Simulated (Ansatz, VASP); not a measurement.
**Two plane-wave programs on BaTaH5**

```xyz
7
Lattice="3.8183 0.0000 0.0000 0.0000 3.8183 0.0000 0.0000 0.0000 6.1861" Properties=species:S:1:pos:R:3 pbc="T T T"
Ba    0.0000    0.0000    0.0000
Ta    0.0000    0.0000    3.0931
H     1.9092    1.9092    0.0000
H     1.9092    0.0000    4.2953
H     0.0000    1.9092    4.2953
H     1.9092    0.0000    1.8908
H     0.0000    1.9092    1.8908
```

Change from the starting cell: species swapped into the PrIn5Ir type (P4/mmm, No. 123).

Alike in both runs: task relaxation of cell and atoms; functional PBE; k mesh 4 × 4 × 4; occupations gaussian, width 0.1 eV; no spin polarisation.

|  | VASP | Ansatz |
| --- | --- | --- |
| version | VASP 6.6.1 | Ansatz 0.2.0 |
| potentials or method | VASP PAW PBE potentials, release 64 (Ba_sv, Ta_pv, H), cutoff 600 eV | scalar-relativistic, plane waves, PAW |
| valence electrons in the cell | 26 | 28 |

|  | VASP | Ansatz | Ansatz less VASP |
| --- | --- | --- | --- |
| gap on the k mesh at the Fermi level, each at its own relaxed structure (eV) | none | none | - |
| relaxed volume (Å³/atom) | 11.47 | 11.23 | -0.240 |
| relaxed cell length with the largest relative difference (Å) | 3.397 | 3.370 | -0.0272 |

A gap of «none» marks a metal or a gap that the smearing closes. VASP's potentials hold 26 valence electrons a cell and Ansatz's 28, so a difference there can come from the potentials and not from the codes.

The k mesh is coarse, so the values compare programs but aren't converged. Spin-orbit coupling is off throughout.
